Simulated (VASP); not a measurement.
# NaI (Pm-3m) in VASP: a series of runs

Aim: see how the results for NaI move with the level of theory and the settings. Levels: r2SCAN0, HSE06. Tasks: single point.

Program: VASP 6.6.1. These are calculated values, not measurements. Logs are shortened: lines on timing, memory, paths and dates and some standing lists are left out, and cuts for length are marked.

## Step 1: The cell of the first run

The structure is cubic, space group Pm-3m (No. 221). The conventional cell has a = 4.041 Å, b = 4.041 Å, c = 4.041 Å, α = 90.00°, β = 90.00°, γ = 90.00°. Na (site symmetry m-3m) has 8 I at 3.50 Å and 6 Na at 4.04 Å within 4.6 Å. Within 4.6 Å of I (site symmetry m-3m) lie 8 Na at 3.50 Å and 6 I at 4.04 Å.

## Step 2: Single point, r2SCAN0

POSCAR

```
NaI
1.0
    4.0405366006      0.0000000000      0.0000000000
    0.0000000000      4.0405366006      0.0000000000
    0.0000000000      0.0000000000      4.0405366006
Na I
1 1
Direct
    0.0000000000      0.0000000000      0.0000000000
    0.5000000000      0.5000000000      0.5000000000
```

INCAR.step1

```
PREC = Accurate ; ENCUT = 520
EDIFF = 1E-5 ; ISMEAR = 0
SIGMA = 0.01 ; LREAL = F
LASPH = T ; NELM = 100
ALGO = Normal ; ISIF = 2
LWAVE = T ; GGA = PE
NBANDS = 14
```

INCAR.step2

```
PREC = Accurate ; ENCUT = 520
EDIFF = 1E-7 ; ISMEAR = 0
SIGMA = 0.01 ; LREAL = F
LASPH = T ; NELM = 100
ALGO = Normal ; ISIF = 2
LWAVE = F ; LCHARG = T
METAGGA = R2SCAN ; LHFCALC = T
AEXX = 0.25 ; LMIXTAU = T
PRECFOCK = Normal ; LELF = T
LVHAR = T ; ISTART = 1
NBANDS = 14
```

KPOINTS

```
Automatic mesh
0
Gamma
  4 4 4
```

Potentials or basis: VASP PAW PBE potentials, release 64 (Na_pv, I).

Started as:

```bash
cat potpaw_PBE.64/Na_pv/POTCAR potpaw_PBE.64/I/POTCAR > POTCAR
cp INCAR.step1 INCAR
mpirun -np 1 vasp_std > vasp.out
cp INCAR.step2 INCAR
mpirun -np 1 vasp_std > vasp.out
```

OUTCAR:

```text
PREC = Accurate
   ENCUT = 520
   EDIFF = 1E-7
   ISMEAR = 0
   LREAL = F
   LASPH = T
   NELM = 100
   ISIF = 2
   METAGGA = R2SCAN
   LHFCALC = T
   AEXX = 0.25
   PRECFOCK = Normal
   ISTART = 1

 ion  position               nearest neighbor table
   1  0.000  0.000  0.000-
   2  0.500  0.500  0.500-

  LATTYP: Found a simple cubic cell.
 ALAT       =     4.0405366006

  Lattice vectors:

 A1 = (   4.0405366006,   0.0000000000,   0.0000000000)
 A2 = (   0.0000000000,   4.0405366006,   0.0000000000)
 A3 = (   0.0000000000,   0.0000000000,   4.0405366006)

Analysis of symmetry for initial positions (statically):
=====================================================================
 Subroutine PRICEL returns:
 Original cell was already a primitive cell.

 Routine SETGRP: Setting up the symmetry group for a
 simple cubic supercell.

 Subroutine GETGRP returns: Found 48 space group operations
 (whereof 48 operations were pure point group operations)
 out of a pool of 48 trial point group operations.

The static configuration has the point symmetry O_h .

Analysis of symmetry for dynamics (positions and initial velocities):
=====================================================================
 Subroutine PRICEL returns:
 Original cell was already a primitive cell.

 Routine SETGRP: Setting up the symmetry group for a
 simple cubic supercell.

 Subroutine GETGRP returns: Found 48 space group operations
 (whereof 48 operations were pure point group operations)
 out of a pool of 48 trial point group operations.

The dynamic configuration has the point symmetry O_h .

 Subroutine INISYM returns: Found 48 space group operations
 (whereof 48 operations are pure point group operations),
 and found     1 'primitive' translations

----------------------------------------------------------------------------------------

                                     Primitive cell

  volume of cell :      65.9655

  direct lattice vectors                    reciprocal lattice vectors
     4.040536601  0.000000000  0.000000000     0.247491880  0.000000000  0.000000000
     0.000000000  4.040536601  0.000000000     0.000000000  0.247491880  0.000000000
     0.000000000  0.000000000  4.040536601     0.000000000  0.000000000  0.247491880

  length of vectors
     4.040536601  4.040536601  4.040536601     0.247491880  0.247491880  0.247491880

  position of ions in fractional coordinates (direct lattice)
     0.000000000  0.000000000  0.000000000
     0.500000000  0.500000000  0.500000000

  ion indices of the primitive-cell ions
   primitive index   ion index
                 1           1
                 2           2

----------------------------------------------------------------------------------------

 KPOINTS: Automatic mesh

Automatic generation of k-mesh.
 Grid dimensions read from file:
 generate k-points for:    4    4    4

 Generating k-lattice:

  Cartesian coordinates                     Fractional coordinates (reciprocal lattice)
     0.061872970  0.000000000  0.000000000     0.250000000  0.000000000  0.000000000
     0.000000000  0.061872970  0.000000000     0.000000000  0.250000000  0.000000000
     0.000000000  0.000000000  0.061872970     0.000000000  0.000000000  0.250000000

  Length of vectors
     0.061872970  0.061872970  0.061872970

  Shift w.r.t. Gamma in fractional coordinates (k-lattice)
     0.000000000  0.000000000  0.000000000

 Subroutine IBZKPT returns following result:
 ===========================================

 Found     10 irreducible k-points:

 Following reciprocal coordinates:
            Coordinates               Weight
  0.000000  0.000000  0.000000      1.000000
  0.250000  0.000000  0.000000      6.000000
  0.500000  0.000000  0.000000      3.000000
  0.250000  0.250000  0.000000     12.000000
  0.500000  0.250000  0.000000     12.000000
  0.500000  0.500000  0.000000      3.000000
  0.250000  0.250000  0.250000      8.000000
  0.500000  0.250000  0.250000     12.000000
  0.500000  0.500000  0.250000      6.000000
  0.500000  0.500000  0.500000      1.000000
   k-points           NKPTS =     10   k-points in BZ     NKDIM =     64   number of bands    NBANDS=     14
   number of dos      NEDOS =    301   number of ions     NIONS =      2
   total plane-waves  NPLWV =  27000
   dimension x,y,z NGX =    30 NGY =   30 NGZ =   30
   dimension x,y,z NGXF=    60 NGYF=   60 NGZF=   60
   ions per type =               1   1
   NGX,Y,Z   is equivalent  to a cutoff of  12.34, 12.34, 12.34 a.u.
   NGXF,Y,Z  is equivalent  to a cutoff of  24.69, 24.69, 24.69 a.u.
 SYSTEM =  unknown system
   PREC   = accura    normal or accurate (medium, high low for compatibility)
   ISTART =      1    job   : 0-new  1-cont  2-samecut
   ICHARG =      0    charge: 1-file 2-atom 10-const
   ISPIN  =      1    spin polarized calculation?
   LNONCOLLINEAR =      F non collinear calculations
   LSORBIT =      F    spin-orbit coupling
   LASPH  =      T    aspherical Exc in radial PAW
   ENCUT  =  520.0 eV  38.22 Ry    6.18 a.u.   7.51  7.51  7.51*2*pi/ulx,y,z
   NELM   =    100;   NELMIN=  2; NELMDL=  0     # of ELM steps
   EDIFF  = 0.1E-06   stopping-criterion for ELM
   LREAL  =      F    real-space projection
   EDIFFG = 0.1E-05   stopping-criterion for IOM
   NSW    =      0    number of steps for IOM
   IBRION =     -1    ionic relax: 0-MD 1-quasi-New 2-CG
   NFREE  =      0    steps in history (QN), initial steepest desc. (CG)
   ISIF   =      2    stress and relaxation
   ISYM   =      3    0-nonsym 1-usesym 2-fastsym
   POTIM  = 0.5000    time-step for ionic-motion
   TEBEG  =    0.0;   TEEND  =   0.0 temperature during run
   PSTRESS=    0.0 pullay stress
   NELECT =      14.0000    total number of electrons
   NUPDOWN=      -1.0000    fix difference up-down
   EMIN   =  10.00;   EMAX   =-10.00  energy-range for DOS
   EFERMI =   0.00;   METHOD = LEGACY
   ISMEAR =     0;   SIGMA  =   0.01  broadening in eV -4-tet -1-fermi 0-gaus
   EFERMI_NEDOS =   21; number of points for ismear=-14 and -15
   IALGO  =     38    algorithm
   IMIX   =      1    mixing-type and parameters
     AMIX     =   0.40;   BMIX     =  1.00
     AMIX_MAG =   1.60;   BMIX_MAG =  1.00
  volume/ion in A,a.u.               =      32.98       222.58
  Fermi-wavevector in a.u.,A,eV,Ry     =   0.976514  1.845344 12.974237  0.953580
  Thomas-Fermi vector in A             =   2.107139
   LORBIT       =      0    0 simple, 1 ext, 2 COOP (PROOUT), +10 PAW based schemes
   METAGGA = R2SCAN    functional components
   LHFCALC =     T    Hartree Fock is set to
   PRECFOCK=normal    Normal, Fast or Accurate (Low or Medium for compatibility)
   ENCUT4O =  -1.0   cutoff for four orbital integrals eV
   NKREDX  =     1    reduce k-point grid by
   NKREDY  =     1    reduce k-point grid by
   NKREDZ  =     1    reduce k-point grid by
   AEXX    =    0.2500 exact exchange contribution
   HFSCREEN=    0.0000 screening length (either q_TF or 0.3 A-1)
   HFSCREENC=   0.0000 screening length for correlation (either q_TF or 0.3 A-1)
   ENCUTFOCK=  -1.0 apply spherical cutoff to Coloumb kernel
   IVDW    =     0    specifies the selected vdW correction
   LEPSILON=     F    determine dielectric tensor
   LRPA    =     F    only Hartree local field effects (RPA)
 non-spin polarized calculation
 Gauss-broadening in eV      SIGMA  =   0.01
  energy-cutoff  :      520.00
  volume of cell :       65.97
 maximum number of plane-waves:      1800
  NGX = 24; NGY = 24; NGZ = 24

 number of electron      13.9999980 magnetization

 Free energy of the ion-electron system (eV)
  ---------------------------------------------------
  ext. energy  EPLUGINS =         0.00000000
  ---------------------------------------------------
  free energy    TOTEN  =       -25.78060454 eV

  energy without entropy =      -25.78060454  energy(sigma->0) =      -25.78060454

 E-fermi :   0.8252     XC(G=0):  -6.4521

 val. band max:        0.7650057621   @ k =   0.5000   0.5000   0.0000
 cond. band min:       5.1471599668   @ k =   0.0000   0.0000   0.0000
 fundamental gap:      4.3821542047
 Fermi energy:         0.8251942167

 k-point     1 :       0.0000    0.0000    0.0000
  band No.  band energies     occupation
      1     -26.0621      2.00000
      2     -26.0621      2.00000
      3     -26.0621      2.00000
      4     -12.3581      2.00000
      5       0.0387      2.00000
      6       0.0387      2.00000
      7       0.0387      2.00000
      8       5.1472      0.00000
      9       8.3245      0.00000
     10       8.3245      0.00000
     11      14.6126      0.00000
     12      14.6126      0.00000
     13      14.6126      0.00000
     14      15.0483      0.00000

 k-point     2 :       0.2500    0.0000    0.0000
  band No.  band energies     occupation
      1     -26.0656      2.00000
      2     -26.0617      2.00000
      3     -26.0617      2.00000
      4     -12.1766      2.00000
      5      -1.6409      2.00000
      6       0.2119      2.00000
      7       0.2119      2.00000
      8       6.3406      0.00000
      9       8.8712      0.00000
     10       9.8672      0.00000
     11      12.0739      0.00000
     12      12.0739      0.00000
     13      13.5054      0.00000
     14      13.8597      0.00000

 k-point     3 :       0.5000    0.0000    0.0000
  band No.  band energies     occupation
      1     -26.0692      2.00000
      2     -26.0613      2.00000
      3     -26.0613      2.00000
      4     -11.9766      2.00000
      5      -2.8079      2.00000
      6       0.4003      2.00000
      7       0.4003      2.00000
      8       7.4654      0.00000
      9       9.4781      0.00000
     10       9.9575      0.00000
     11      10.8769      0.00000
     12      10.8769      0.00000
     13      11.6380      0.00000
     14      16.2355      0.00000
[... 86 lines left out ...]
 k-point     9 :       0.5000    0.5000    0.2500
  band No.  band energies     occupation
      1     -26.0674      2.00000
      2     -26.0674      2.00000
      3     -26.0638      2.00000
      4     -11.4902      2.00000
      5      -1.8543      2.00000
      6      -1.8543      2.00000
      7      -0.5527      2.00000
      8       6.0235      0.00000
      9       8.2111      0.00000
     10       8.2111      0.00000
     11      11.7423      0.00000
     12      12.7669      0.00000
     13      15.5372      0.00000
     14      15.5372      0.00000

 k-point    10 :       0.5000    0.5000    0.5000
  band No.  band energies     occupation
      1     -26.0668      2.00000
      2     -26.0668      2.00000
      3     -26.0668      2.00000
      4     -11.3226      2.00000
      5      -1.5677      2.00000
      6      -1.5677      2.00000
      7      -1.5677      2.00000
      8       6.8415      0.00000
      9       6.8415      0.00000
     10       6.8415      0.00000
     11       9.8774      0.00000
     12      17.1115      0.00000
     13      17.1115      0.00000
     14      17.1115      0.00000

------------------------ aborting loop because EDIFF is reached ----------------------------------------

  FORCE on cell =-STRESS in cart. coord.  units (eV):
  Direction    XX          YY          ZZ          XY          YZ          ZX
  --------------------------------------------------------------------------------------
  -------------------------------------------------------------------------------------
  Total       -0.0287070     -0.0287070     -0.0287070     -0.0000000      0.0000000     -0.0000000
  in kB       -0.6972378     -0.6972378     -0.6972378     -0.0000000      0.0000000     -0.0000000
  external PRESSURE =      -0.6972378 kB  Pullay stress =       0.0000000 kB

 VOLUME and BASIS-vectors are now :
 -----------------------------------------------------------------------------
  energy-cutoff  :      520.00
  volume of cell :       65.97
      direct lattice vectors                 reciprocal lattice vectors
     4.040536601  0.000000000  0.000000000     0.247491880  0.000000000  0.000000000
     0.000000000  4.040536601  0.000000000     0.000000000  0.247491880  0.000000000
     0.000000000  0.000000000  4.040536601     0.000000000  0.000000000  0.247491880

 POSITION                                       TOTAL-FORCE (eV/Angst)
 -----------------------------------------------------------------------------------
      0.00000      0.00000      0.00000         0.000000      0.000000      0.000000
      2.02027      2.02027      2.02027         0.000000      0.000000      0.000000
 -----------------------------------------------------------------------------------
    total drift:                               -0.000000     -0.000000     -0.000000

  FREE ENERGIE OF THE ION-ELECTRON SYSTEM (eV)
  ---------------------------------------------------
  free  energy   TOTEN  =       -25.7806045432 eV

  energy  without entropy=      -25.7806045432  energy(sigma->0) =      -25.78060454
```

It took 15 min on 1 thread of Intel Xeon 8259CL, shared host; peak memory 0.19 GiB.

What came out:

```yaml
Free_energy: -25.7806 eV
Pressure: -0.1 GPa
Band_gap_on_the_k_mesh: 4.38 eV (least direct gap 4.74 eV)
```

Caveat: the PAW data sets were made with another functional, which shifts forces and pressure a little; spin-orbit coupling is left out, which moves the levels of the heavy elements. A k mesh can miss the band edges.

## Step 3: Single point, HSE06

This run uses another cell than the first one, of 33.36 Å³/atom.

POSCAR

```
NaI
1.0
    4.0557948041      0.0000000000      0.0000000000
    0.0000000000      4.0557948041      0.0000000000
    0.0000000000      0.0000000000      4.0557948041
Na I
1 1
Direct
    0.0000000000      0.0000000000      0.0000000000
    0.5000000000      0.5000000000      0.5000000000
```

INCAR.step1

```
SYSTEM = NaI
  PREC = Accurate
  ENCUT = 520
  EDIFF = 1E-5
  ISMEAR = -1
  SIGMA = 0.02
  LREAL = .FALSE.
  LASPH = .TRUE.
  NELM = 100
  ALGO = Normal
  ISIF = 2
  LWAVE = .TRUE.
  GGA = PE
  NBANDS = 14
```

INCAR.step2

```
SYSTEM = NaI
  PREC = Accurate
  ENCUT = 520
  EDIFF = 1E-6
  ISMEAR = -1
  SIGMA = 0.02
  LREAL = .FALSE.
  LASPH = .TRUE.
  NELM = 100
  ALGO = Normal
  ISIF = 2
  LWAVE = .FALSE.
  LCHARG = .TRUE.
  GGA = PE
  LHFCALC = .TRUE.
  HFSCREEN = 0.2079
  PRECFOCK = Normal
  LELF = .TRUE.
  LVHAR = .TRUE.
  ISTART = 1
  NBANDS = 14
```

KPOINTS

```
regular mesh
0
G
  4 4 4
  0 0 0
```

Potentials or basis: VASP PAW PBE potentials, release 64 (Na_pv, I).

Started as:

```bash
cat potpaw_PBE.64/Na_pv/POTCAR potpaw_PBE.64/I/POTCAR > POTCAR
cp INCAR.step1 INCAR
mpirun -np 1 vasp_std > vasp.out
cp INCAR.step2 INCAR
mpirun -np 1 vasp_std > vasp.out
```

OUTCAR:

```text
SYSTEM = NaI
   PREC = Accurate
   ENCUT = 520
   EDIFF = 1E-6
   ISMEAR = -1
   LREAL = .FALSE.
   LASPH = .TRUE.
   NELM = 100
   ISIF = 2
   GGA = PE
   LHFCALC = .TRUE.
   HFSCREEN = 0.2079
   PRECFOCK = Normal
   ISTART = 1

 ion  position               nearest neighbor table
   1  0.000  0.000  0.000-
   2  0.500  0.500  0.500-

  LATTYP: Found a simple cubic cell.
 ALAT       =     4.0557948041

  Lattice vectors:

[... 344 lines left out ...]
     13      16.0782      0.00000
     14      16.0782      0.00000

------------------------ aborting loop because EDIFF is reached ----------------------------------------

  FORCE on cell =-STRESS in cart. coord.  units (eV):
  Direction    XX          YY          ZZ          XY          YZ          ZX
  --------------------------------------------------------------------------------------
  -------------------------------------------------------------------------------------
  Total       -0.0029647     -0.0029647     -0.0029647     -0.0000000     -0.0000000      0.0000000
  in kB       -0.0711963     -0.0711963     -0.0711963     -0.0000000     -0.0000000      0.0000000
  external PRESSURE =      -0.0711963 kB  Pullay stress =       0.0000000 kB

 VOLUME and BASIS-vectors are now :
 -----------------------------------------------------------------------------
  energy-cutoff  :      520.00
  volume of cell :       66.72
      direct lattice vectors                 reciprocal lattice vectors
     4.055794804  0.000000000  0.000000000     0.246560797  0.000000000  0.000000000
     0.000000000  4.055794804  0.000000000     0.000000000  0.246560797  0.000000000
     0.000000000  0.000000000  4.055794804     0.000000000  0.000000000  0.246560797

 POSITION                                       TOTAL-FORCE (eV/Angst)
 -----------------------------------------------------------------------------------
      0.00000      0.00000      0.00000         0.000000      0.000000      0.000000
      2.02790      2.02790      2.02790         0.000000      0.000000      0.000000
 -----------------------------------------------------------------------------------
    total drift:                                0.000000      0.000000      0.000000

  FREE ENERGIE OF THE ION-ELECTRON SYSTEM (eV)
  ---------------------------------------------------
  free  energy   TOTEN  =        -5.9113393756 eV

  energy  without entropy=       -5.9113393756  energy(sigma->0) =       -5.91133938
```

Run time: 8.6 min. Hardware: 1 thread of Intel Xeon 8259CL, shared host; peak memory 0.28 GiB.

What came out:

```yaml
Free_energy: -5.9113 eV
Pressure: 0.0 GPa
Band_gap_on_the_k_mesh: 3.21 eV (least direct gap 3.70 eV)
```

Levels at points of the mesh, in eV from the valence-band top:
```tsv
k point	band 3	band 4	band 5	band 6	band 7	band 8	band 9	band 10	band 11	band 12
(0.00, 0.00, 0.00)	-26.17	-12.78	-0.69	-0.69	-0.69	3.21	6.54	6.54	12.41	12.41
(0.50, 0.00, 0.00)	-26.17	-12.42	-3.44	-0.34	-0.34	5.58	7.37	8.07	8.98	8.98
(0.50, 0.50, 0.00)	-26.17	-12.12	-2.74	-2.74	0.00	3.70	8.02	9.34	9.34	9.99
(0.50, 0.50, 0.50)	-26.18	-11.82	-2.23	-2.23	-2.23	5.10	5.10	5.10	7.70	14.85
```

Caveat: the PAW data sets were made with another functional, which shifts forces and pressure a little; spin-orbit coupling is left out, which moves the levels of the heavy elements. A k mesh can miss the band edges.
